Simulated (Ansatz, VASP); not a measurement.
# Two plane-wave programs on Sb

Contents of INCAR:

```
PREC = Accurate ; ENCUT = 520
EDIFF = 1E-7 ; ISMEAR = -1
SIGMA = 0.05 ; LREAL = False
LASPH = True ; NELM = 100
ALGO = Normal ; ISIF = 2
LWAVE = False ; LCHARG = False
LDIPOL = True ; IDIPOL = 3
DIPOL = 0.5 0.5 0.500 ; GGA = RE
NBANDS = 24
```

KPOINTS

```
Automatic mesh
0
Gamma
  9 9 1
```

Contents of POSCAR:

```
Sb
1.0
    3.3690001795      0.0000000000      0.0000000000
   -1.6845000897      2.9176397408      0.0000000000
    0.0000000000      0.0000000000     28.3250000000
Sb
6
Direct
    0.6666666667      0.3333333334      0.2647837599
    0.3333333333      0.6666666666      0.3588702560
    0.6666666667      0.3333333334      0.4529567520
    0.3333333333      0.6666666666      0.5470432480
    0.6666666667      0.3333333334      0.6411297440
    0.3333333333      0.6666666666      0.7352162401
```

Contents of input.yaml:

```yaml
crystal:
  lattice:
    - [3.3690001795, 0.0, 0.0]
    - [-1.6845000897, 2.9176397408, 0.0]
    - [0.0, 0.0, 28.325]
  atoms:
    - { symbol: Sb, position: [0.6666666667, 0.3333333334, 0.2647837599] }
    - { symbol: Sb, position: [0.3333333333, 0.6666666666, 0.358870256] }
    - { symbol: Sb, position: [0.6666666667, 0.3333333334, 0.452956752] }
    - { symbol: Sb, position: [0.3333333333, 0.6666666666, 0.547043248] }
    - { symbol: Sb, position: [0.6666666667, 0.3333333334, 0.641129744] }
    - { symbol: Sb, position: [0.3333333333, 0.6666666666, 0.7352162401] }
hamiltonian:
  xc: revpbe
  pseudopotentials: { kind: paw }
kpoints:
  mp_grid: { grid: [9, 9, 1] }
scf:
  occupations: { method: fermi_dirac, width: 0.05 }
  n_extra_bands: 15
output:
  forces: true
  eigenvalues: true
  dos: { projected: true, de: 0.05, nscf_kmesh: { grid: [14, 14, 1] } }
efield:
  axis: 3
  dipole_correction: true
  ramp_width: 0.04
```

Alike in both runs: functional revPBE; k mesh 9 × 9 × 1; occupations fermi-dirac, width 0.05 eV; no spin polarisation.

|  | VASP | Ansatz |
| --- | --- | --- |
| version | VASP 6.6.1 | Ansatz 0.2.0 |
| potentials or method | VASP PAW PBE potentials, release 64 (Sb) | Ansatz PAW |
| plane-wave cutoff (eV) | 520 | 420 |
| valence electrons in the cell | 30 | 90 |
| task | single point | projected density of states |

|  | VASP | Ansatz | Ansatz less VASP |
| --- | --- | --- | --- |
| gap on the k mesh at the Fermi level (eV) | none | none | - |
| rms of the force components (eV/Å) | 0.113 | 0.112 | -0.0012 |

VASP's potentials were made for PBE, not for revPBE. Atom by atom the forces differ by 0.004 eV/Å (rms over components). A gap of «none» marks a metal or a gap that the smearing closes. VASP's potentials hold 30 valence electrons a cell and Ansatz's 90, so a difference there can come from the potentials and not from the codes.

Neither program's run includes spin-orbit coupling.
